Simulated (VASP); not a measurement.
# Ge (Cmmm) in VASP: notebook

The runs below take Ge through single point, with r2SCAN.

Program: VASP 6.6.1. These are calculated values, not measurements. Logs are shortened: lines on timing, memory, paths and dates and some standing lists are left out, and cuts for length are marked.

### 1 The cell of the first run

Symmetry: Cmmm, No. 65, orthorhombic system. Conventional cell: a = 2.988 Å, b = 5.495 Å, c = 2.280 Å, α = 90.00°, β = 90.00°, γ = 90.00°. Within 3.0 Å of Ge (site symmetry mmm) lie 4 Ge at 2.28 to 2.99 Å.

### 2 Single point, r2SCAN

POSCAR reads:

```
Ge
1.0
    1.4938537086     -2.7474306723      0.0000000000
    1.4938537086      2.7474306723      0.0000000000
    0.0000000000      0.0000000000      2.2804402737
Ge
1
Direct
    0.5000000000      0.5000000000      0.0000000000
```

INCAR.step1 reads:

```
SYSTEM = Ge
ALGO = Normal
EDIFF = 1E-4
ENCUT = 520
GGA = PE
ISMEAR = 0
LASPH = .TRUE.
LCHARG = .FALSE.
LREAL = .FALSE.
LWAVE = .TRUE.
NBANDS = 13
NELM = 80
PREC = Accurate
SIGMA = 0.15
```

INCAR.step2 reads:

```
SYSTEM = Ge
ALGO = Normal
EDIFF = 1E-6
ENCUT = 520
ISIF = 2
ISMEAR = 0
ISTART = 1
LASPH = .TRUE.
LCHARG = .TRUE.
LELF = .TRUE.
LMIXTAU = .TRUE.
LREAL = .FALSE.
LVHAR = .TRUE.
LWAVE = .FALSE.
METAGGA = R2SCAN
NBANDS = 13
NELM = 80
PREC = Accurate
SIGMA = 0.15
```

KPOINTS reads:

```
k-points
0
G
  28 28 24
  0 0 0
```

Potentials or basis: VASP PAW PBE potentials, release 64 (Ge_d).

The run is started by

```
$ cat potpaw_PBE.64/Ge_d/POTCAR > POTCAR
$ cp INCAR.step1 INCAR
$ mpirun -np 1 vasp_std > vasp.out
$ cp INCAR.step2 INCAR
$ mpirun -np 1 vasp_std > vasp.out
```

OUTCAR:

```text
SYSTEM = Ge
   EDIFF = 1E-6
   ENCUT = 520
   ISIF = 2
   ISMEAR = 0
   ISTART = 1
   LASPH = .TRUE.
   LREAL = .FALSE.
   METAGGA = R2SCAN
   NELM = 80
   PREC = Accurate

 ion  position               nearest neighbor table
   1  0.500  0.500  0.000-

  LATTYP: Found a base centered orthorhombic cell.
 ALAT       =     2.9877074172
 B/A-ratio  =     1.8391564425
 C/A-ratio  =     0.7632742954

  Lattice vectors:

 A1 = (   1.4938537086,  -2.7474306723,   0.0000000000)
 A2 = (   1.4938537086,   2.7474306723,   0.0000000000)
 A3 = (   0.0000000000,   0.0000000000,   2.2804402737)

Analysis of symmetry for initial positions (statically):
=====================================================================
 Subroutine PRICEL returns:
 Original cell was already a primitive cell.

 Routine SETGRP: Setting up the symmetry group for a
 base centered orthorhombic supercell.

 Subroutine GETGRP returns: Found  8 space group operations
 (whereof  8 operations were pure point group operations)
 out of a pool of  8 trial point group operations.

The static configuration has the point symmetry D_2h.

Analysis of symmetry for dynamics (positions and initial velocities):
=====================================================================
 Subroutine PRICEL returns:
 Original cell was already a primitive cell.

 Routine SETGRP: Setting up the symmetry group for a
 base centered orthorhombic supercell.

 Subroutine GETGRP returns: Found  8 space group operations
 (whereof  8 operations were pure point group operations)
 out of a pool of  8 trial point group operations.

The dynamic configuration has the point symmetry D_2h.

 Subroutine INISYM returns: Found  8 space group operations
 (whereof  8 operations are pure point group operations),
 and found     1 'primitive' translations

----------------------------------------------------------------------------------------

                                     Primitive cell

  volume of cell :      18.7190

  direct lattice vectors                    reciprocal lattice vectors
     1.493853709 -2.747430672  0.000000000     0.334704795 -0.181988214  0.000000000
     1.493853709  2.747430672  0.000000000     0.334704795  0.181988214  0.000000000
     0.000000000  0.000000000  2.280440274     0.000000000  0.000000000  0.438511814

  length of vectors
     3.127295030  3.127295030  2.280440274     0.380981640  0.380981640  0.438511814

  position of ions in fractional coordinates (direct lattice)
     0.500000000  0.500000000  0.000000000

  ion indices of the primitive-cell ions
   primitive index   ion index
                 1           1

----------------------------------------------------------------------------------------

 KPOINTS: k-points

Automatic generation of k-mesh.
 Grid dimensions read from file:
 generate k-points for:   28   28   24

 Generating k-lattice:

  Cartesian coordinates                     Fractional coordinates (reciprocal lattice)
     0.011953743 -0.006499579  0.000000000     0.035714286 -0.000000000  0.000000000
     0.011953743  0.006499579  0.000000000    -0.000000000  0.035714286  0.000000000
     0.000000000  0.000000000  0.018271326     0.000000000  0.000000000  0.041666667

  Length of vectors
     0.013606487  0.013606487  0.018271326

  Shift w.r.t. Gamma in fractional coordinates (k-lattice)
     0.000000000  0.000000000  0.000000000

 Subroutine IBZKPT returns following result:
 ===========================================

 Found   2743 irreducible k-points:

 Following reciprocal coordinates:
            Coordinates               Weight
  0.000000  0.000000  0.000000      1.000000
  0.035714 -0.000000  0.000000      4.000000
  0.071429 -0.000000  0.000000      4.000000
  0.107143 -0.000000  0.000000      4.000000
  0.142857  0.000000  0.000000      4.000000
  0.178571 -0.000000  0.000000      4.000000
[... 16 lines left out ...]
  0.285714  0.035714  0.000000      4.000000
  0.321429  0.035714  0.000000      4.000000
 [... further k-points ...]
   k-points           NKPTS =   2743   k-points in BZ     NKDIM =   2743   number of bands    NBANDS=     13
   number of dos      NEDOS =    301   number of ions     NIONS =      1
   total plane-waves  NPLWV =  10368
   dimension x,y,z NGX =    24 NGY =   24 NGZ =   18
   dimension x,y,z NGXF=    48 NGYF=   48 NGZF=   36
   ions per type =               1
   NGX,Y,Z   is equivalent  to a cutoff of  12.76, 12.76, 13.12 a.u.
   NGXF,Y,Z  is equivalent  to a cutoff of  25.52, 25.52, 26.24 a.u.
 SYSTEM =  Ge
   PREC   = accura    normal or accurate (medium, high low for compatibility)
   ISTART =      1    job   : 0-new  1-cont  2-samecut
   ICHARG =      0    charge: 1-file 2-atom 10-const
   ISPIN  =      1    spin polarized calculation?
   LNONCOLLINEAR =      F non collinear calculations
   LSORBIT =      F    spin-orbit coupling
   LASPH  =      T    aspherical Exc in radial PAW
   ENCUT  =  520.0 eV  38.22 Ry    6.18 a.u.   5.81  5.81  4.24*2*pi/ulx,y,z
   NELM   =     80;   NELMIN=  2; NELMDL=  0     # of ELM steps
   EDIFF  = 0.1E-05   stopping-criterion for ELM
   LREAL  =      F    real-space projection
   EDIFFG = 0.1E-04   stopping-criterion for IOM
   NSW    =      0    number of steps for IOM
   IBRION =     -1    ionic relax: 0-MD 1-quasi-New 2-CG
   NFREE  =      0    steps in history (QN), initial steepest desc. (CG)
   ISIF   =      2    stress and relaxation
   ISYM   =      2    0-nonsym 1-usesym 2-fastsym
   POTIM  = 0.5000    time-step for ionic-motion
   TEBEG  =    0.0;   TEEND  =   0.0 temperature during run
   PSTRESS=    0.0 pullay stress
   NELECT =      14.0000    total number of electrons
   NUPDOWN=      -1.0000    fix difference up-down
   EMIN   =  10.00;   EMAX   =-10.00  energy-range for DOS
   EFERMI =   0.00;   METHOD = LEGACY
   ISMEAR =     0;   SIGMA  =   0.15  broadening in eV -4-tet -1-fermi 0-gaus
   EFERMI_NEDOS =   21; number of points for ismear=-14 and -15
   IALGO  =     38    algorithm
   IMIX   =      4    mixing-type and parameters
     AMIX     =   0.40;   BMIX     =  1.00
     AMIX_MAG =   1.60;   BMIX_MAG =  1.00
  volume/ion in A,a.u.               =      18.72       126.32
  Fermi-wavevector in a.u.,A,eV,Ry     =   1.486014  2.808160 30.044911  2.208239
  Thomas-Fermi vector in A             =   2.599354
   LORBIT       =      0    0 simple, 1 ext, 2 COOP (PROOUT), +10 PAW based schemes
   METAGGA = R2SCAN    functional components
   LHFCALC =     F    Hartree Fock is set to
   AEXX    =    0.0000 exact exchange contribution
   IVDW    =     0    specifies the selected vdW correction
   LEPSILON=     F    determine dielectric tensor
   LRPA    =     F    only Hartree local field effects (RPA)
 non-spin polarized calculation
 Gauss-broadening in eV      SIGMA  =   0.15
  energy-cutoff  :      520.00
  volume of cell :       18.72
 maximum number of plane-waves:       518
   NGX = 11   NGY = 11   NGZ =  9

 number of electron      14.0000005 magnetization

 Free energy of the ion-electron system (eV)
  ---------------------------------------------------
  ext. energy  EPLUGINS =         0.00000000
  ---------------------------------------------------
  free energy    TOTEN  =       -13.04681756 eV

  energy without entropy =      -13.04216658  energy(sigma->0) =      -13.04449207

 E-fermi :   6.6082     XC(G=0): -12.2945

 val. band max:        6.6076944369   @ k =  -0.4643   0.3929   0.4167
 cond. band min:       6.6118403529   @ k =   0.2143  -0.0000   0.0000
 fundamental gap:      0.0041459160
 Fermi energy:         6.6082491223

 k-point     1 :       0.0000    0.0000    0.0000
  band No.  band energies     occupation
      1     -19.4433      2.00000
      2     -18.9982      2.00000
      3     -18.9696      2.00000
      4     -18.7632      2.00000
      5     -18.7530      2.00000
      6      -7.5500      2.00000
      7      10.9257      0.00000
      8      11.9334      0.00000
      9      16.3069      0.00000
     10      18.1522      0.00000
     11      19.5269      0.00000
     12      20.8718      0.00000
     13      21.4235      0.00000

 k-point     2 :       0.0357   -0.0000    0.0000
  band No.  band energies     occupation
      1     -19.4430      2.00000
      2     -18.9973      2.00000
      3     -18.9697      2.00000
      4     -18.7633      2.00000
      5     -18.7532      2.00000
      6      -7.5226      2.00000
      7      10.8217      0.00000
      8      11.6865      0.00000
      9      16.4613      0.00000
     10      18.2839      0.00000
     11      19.0652      0.00000
     12      21.4494      0.00000
     13      21.5576      0.00000

 k-point     3 :       0.0714   -0.0000    0.0000
  band No.  band energies     occupation
      1     -19.4420      2.00000
      2     -18.9946      2.00000
      3     -18.9699      2.00000
      4     -18.7636      2.00000
      5     -18.7539      2.00000
      6      -7.4407      2.00000
      7      10.4611      0.00000
      8      11.1384      0.00000
      9      16.6850      0.00000
     10      18.2906      0.00000
     11      19.0000      0.00000
     12      21.5267      0.00000
     13      22.7778      0.00000
[... 305 lines left out ...]
 k-point    23 :       0.2857    0.0357    0.0000
  band No.  band energies     occupation
      1     -19.4270      2.00000
      2     -18.9883      2.00000
      3     -18.9332      2.00000
      4     -18.7698      2.00000
      5     -18.7641      2.00000
      6      -5.5979      2.00000
      7       3.9612      2.00000
      8       8.6476      0.00000
      9      13.7077      0.00000
     10      22.4651      0.00000
     11      23.1581      0.00000
     12      26.3412      0.00000
     13      29.4141      0.00000

 k-point    24 :       0.3214    0.0357    0.0000
  band No.  band energies     occupation
      1     -19.4248      2.00000
      2     -18.9903      2.00000
      3     -18.9244      2.00000
      4     -18.7716      2.00000
      5     -18.7648      2.00000
      6      -5.1558      2.00000
      7       3.0198      2.00000
      8       8.3663      0.00000
      9      13.4194      0.00000
     10      23.5076      0.00000
     11      23.6098      0.00000
     12      27.3344      0.00000
     13      30.1864      0.00000

 [... further k-points ...]

------------------------ aborting loop because EDIFF is reached ----------------------------------------

  FORCE on cell =-STRESS in cart. coord.  units (eV):
  Direction    XX          YY          ZZ          XY          YZ          ZX
  --------------------------------------------------------------------------------------
  -------------------------------------------------------------------------------------
  Total       -1.0115029     -1.0516273      5.4662207     -0.0000000      0.0000000      0.0000000
  in kB      -86.5753369    -90.0096159    467.8581866     -0.0000000      0.0000000      0.0000000
  external PRESSURE =      97.0910779 kB  Pullay stress =       0.0000000 kB

 VOLUME and BASIS-vectors are now :
 -----------------------------------------------------------------------------
  energy-cutoff  :      520.00
  volume of cell :       18.72
      direct lattice vectors                 reciprocal lattice vectors
     1.493853709 -2.747430672  0.000000000     0.334704795 -0.181988214  0.000000000
     1.493853709  2.747430672  0.000000000     0.334704795  0.181988214  0.000000000
     0.000000000  0.000000000  2.280440274     0.000000000  0.000000000  0.438511814

 POSITION                                       TOTAL-FORCE (eV/Angst)
 -----------------------------------------------------------------------------------
      1.49385      0.00000      0.00000         0.000000     -0.000000      0.000000
 -----------------------------------------------------------------------------------
    total drift:                               -0.000000     -0.000000     -0.000000

  FREE ENERGIE OF THE ION-ELECTRON SYSTEM (eV)
  ---------------------------------------------------
  free  energy   TOTEN  =       -13.0468175593 eV

  energy  without entropy=      -13.0421665849  energy(sigma->0) =      -13.04449207
```

Wall time 49 min (1 thread of Oxide Virtual Turin-like, shared host); peak memory 0.63 GiB.

What came out:

```yaml
Free_energy: -13.0468 eV
Pressure: 9.7 GPa
Band_gap_on_the_k_mesh: zero (bands 7 and 8 overlap by 9.29 eV)
```

Levels at points of the mesh, in eV from the Fermi level:
```tsv
k point	band 5	band 6	band 7	band 8	band 9	band 10
(0.00, 0.00, 0.00)	-25.36	-14.16	4.32	5.33	9.70	11.54
(0.50, 0.00, 0.00)	-25.37	-10.24	-6.16	1.32	6.05	17.89
(0.50, 0.50, 0.00)	-25.36	-10.83	-6.27	2.60	7.24	17.41
(0.00, 0.00, 0.50)	-25.26	-6.69	-6.22	10.32	11.36	14.82
(0.50, 0.00, 0.50)	-25.19	-3.52	-1.95	-0.28	4.57	7.24
(0.50, 0.50, 0.50)	-25.20	-3.92	-2.68	-0.35	4.36	8.55
```

Caveat: the stress differs along the axes, from -9 to 47 GPa; the PAW data sets were made with another functional, which shifts forces and pressure a little.

### 3 Single point, r2SCAN

This run uses another cell than the first one, of the same volume but with other edges.

POSCAR reads:

```
Ge
1.0
    1.4639685827     -2.6924672503      0.0000000000
    1.4639685827      2.6924672503      0.0000000000
    0.0000000000      0.0000000000      2.3744953753
Ge
1
Direct
    0.5000000000      0.5000000000      0.0000000000
```

INCAR.step1 reads:

```
SYSTEM = Ge
PREC = Accurate
ENCUT = 520
ISMEAR = 0
SIGMA = 0.15
LREAL = .False.
LASPH = .True.
NELM = 80
NBANDS = 13
GGA = PE
ALGO = Normal
EDIFF = 1E-4
LWAVE = .True.
LCHARG = .False.
```

INCAR.step2 reads:

```
SYSTEM = Ge
PREC = Accurate
ENCUT = 520
EDIFF = 1E-7
ISMEAR = 0
SIGMA = 0.15
LREAL = .False.
LASPH = .True.
NELM = 80
ALGO = Normal
ISIF = 2
LWAVE = .False.
LCHARG = .False.
METAGGA = R2SCAN
LMIXTAU = .True.
NBANDS = 13
ISTART = 1
```

KPOINTS reads:

```
Automatic mesh
0
Gamma
  28 28 24
  0 0 0
```

Potentials or basis: VASP PAW PBE potentials, release 64 (Ge_d).

The run is started by

```
$ cat potpaw_PBE.64/Ge_d/POTCAR > POTCAR
$ cp INCAR.step1 INCAR
$ mpirun -np 1 vasp_std > vasp.out
$ cp INCAR.step2 INCAR
$ mpirun -np 1 vasp_std > vasp.out
```

OUTCAR:

```text
SYSTEM = Ge
   PREC = Accurate
   ENCUT = 520
   EDIFF = 1E-7
   ISMEAR = 0
   LREAL = .False.
   LASPH = .True.
   NELM = 80
   ISIF = 2
   METAGGA = R2SCAN
   ISTART = 1

 ion  position               nearest neighbor table
   1  0.500  0.500  0.000-

  LATTYP: Found a base centered orthorhombic cell.
 ALAT       =     2.9279371654
 B/A-ratio  =     1.8391564424
 C/A-ratio  =     0.8109789388

  Lattice vectors:

 A1 = (   1.4639685827,  -2.6924672503,   0.0000000000)
[... 564 lines left out ...]
     13      30.4616      0.00000

 [... further k-points ...]

------------------------ aborting loop because EDIFF is reached ----------------------------------------

  FORCE on cell =-STRESS in cart. coord.  units (eV):
  Direction    XX          YY          ZZ          XY          YZ          ZX
  --------------------------------------------------------------------------------------
  -------------------------------------------------------------------------------------
  Total       -0.8490837     -0.9678290      3.4651015     -0.0000000      0.0000000      0.0000000
  in kB      -72.6737470    -82.8372565    296.5808007     -0.0000000      0.0000000      0.0000000
  external PRESSURE =      47.0232657 kB  Pullay stress =       0.0000000 kB

 VOLUME and BASIS-vectors are now :
 -----------------------------------------------------------------------------
  energy-cutoff  :      520.00
  volume of cell :       18.72
      direct lattice vectors                 reciprocal lattice vectors
     1.463968583 -2.692467250  0.000000000     0.341537384 -0.185703280  0.000000000
     1.463968583  2.692467250  0.000000000     0.341537384  0.185703280  0.000000000
     0.000000000  0.000000000  2.374495375     0.000000000  0.000000000  0.421142113

 POSITION                                       TOTAL-FORCE (eV/Angst)
 -----------------------------------------------------------------------------------
      1.46397      0.00000      0.00000         0.000000      0.000000      0.000000
 -----------------------------------------------------------------------------------
    total drift:                               -0.000000     -0.000000     -0.000000

  FREE ENERGIE OF THE ION-ELECTRON SYSTEM (eV)
  ---------------------------------------------------
  free  energy   TOTEN  =       -13.2681219914 eV

  energy  without entropy=      -13.2641992205  energy(sigma->0) =      -13.26616061
```

OUTCAR.step1:

```text
SYSTEM = Ge
   PREC = Accurate
   ENCUT = 520
   ISMEAR = 0
   LREAL = .False.
   LASPH = .True.
   NELM = 80
[... 602 lines left out ...]
 -----------------------------------------------------------------------------------
      1.46397      0.00000      0.00000        -0.000000      0.000000      0.000000
 -----------------------------------------------------------------------------------
    total drift:                               -0.000000     -0.000000     -0.000000

  FREE ENERGIE OF THE ION-ELECTRON SYSTEM (eV)
  ---------------------------------------------------
  free  energy   TOTEN  =        -4.0348543658 eV

  energy  without entropy=       -4.0303447441  energy(sigma->0) =       -4.03259955
```

Run time: 57 min. Hardware: 1 thread of Oxide Virtual Turin-like, shared host; peak memory 0.63 GiB.

What came out:

| Property | Result |
| --- | --- |
| Free energy | -13.2681 eV |
| Pressure | 4.7 GPa |
| Band gap on the k mesh | zero (bands 7 and 8 overlap by 9.58 eV) |

Caveat: the stress differs along the axes, from -8 to 30 GPa; the PAW data sets were made with another functional, which shifts forces and pressure a little.
